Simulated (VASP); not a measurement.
Input of a VASP 6.6.1 run:

File POSCAR:

```
MnO
1.0
    0.0000000000      2.1785090927      2.1785090927
    2.1785090927      0.0000000000      2.1785090927
    2.1785090927      2.1785090927      0.0000000000
Mn O
1 1
Direct
    0.0000000000      0.0000000000      0.0000000000
    0.5000000000      0.5000000000      0.5000000000
```

The input INCAR.step1:

```
PREC     = Accurate       # precision mode
ENCUT    = 520            # plane-wave cutoff, eV
ISMEAR   = -1             # smearing method
SIGMA    = 0.05           # smearing width, eV
LREAL    = False          # projectors in reciprocal space
LASPH    = True           # aspherical terms in the spheres
NELM     = 150            # most SCF steps
ISPIN    = 2              # spin polarisation
MAGMOM   = 4 0            # initial moments
LMAXMIX  = 4              # l up to which the mixer works
NBANDS   = 20             # bands
GGA      = PE             # functional
ALGO     = Normal         # electronic algorithm
EDIFF    = 1E-4           # SCF threshold, eV
LWAVE    = True           # write WAVECAR
LCHARG   = False          # write CHGCAR
```

The input INCAR.step2:

```
PREC     = Accurate       # precision mode
ENCUT    = 520            # plane-wave cutoff, eV
EDIFF    = 1E-6           # SCF threshold, eV
ISMEAR   = -1             # smearing method
SIGMA    = 0.05           # smearing width, eV
LREAL    = False          # projectors in reciprocal space
LASPH    = True           # aspherical terms in the spheres
NELM     = 150            # most SCF steps
ALGO     = Normal         # electronic algorithm
ISIF     = 2              # what is computed and relaxed
LWAVE    = False          # write WAVECAR
LCHARG   = True           # write CHGCAR
ISPIN    = 2              # spin polarisation
MAGMOM   = 4 0            # initial moments
LORBIT   = 11             # projections on sites
LMAXMIX  = 4              # l up to which the mixer works
METAGGA  = R2SCAN         # meta-GGA
LMIXTAU  = True         
LELF     = True           # ELF
LVHAR    = True         
NBANDS   = 20             # bands
ISTART   = 1
```

KPOINTS

```
Automatic mesh
0
Gamma
  10 10 10
```

Potentials or basis: VASP PAW PBE potentials, release 64 (Mn_pv, O).

Run with:

```console
$ cat potpaw_PBE.64/Mn_pv/POTCAR potpaw_PBE.64/O/POTCAR > POTCAR
$ cp INCAR.step1 INCAR
$ mpirun -np 1 vasp_std > vasp.out
$ cp INCAR.step2 INCAR
$ mpirun -np 1 vasp_std > vasp.out
```

(1) Predict the site moments.

(2) Predict the pressure.

Results:

(1) Mn +4.51; O +0.25 μB.

(2) 11.8 GPa.

Caveat: the PAW data sets were made with another functional, which shifts forces and pressure a little; a cell with one magnetic atom can't hold antiferromagnetic order, which such compounds often take.
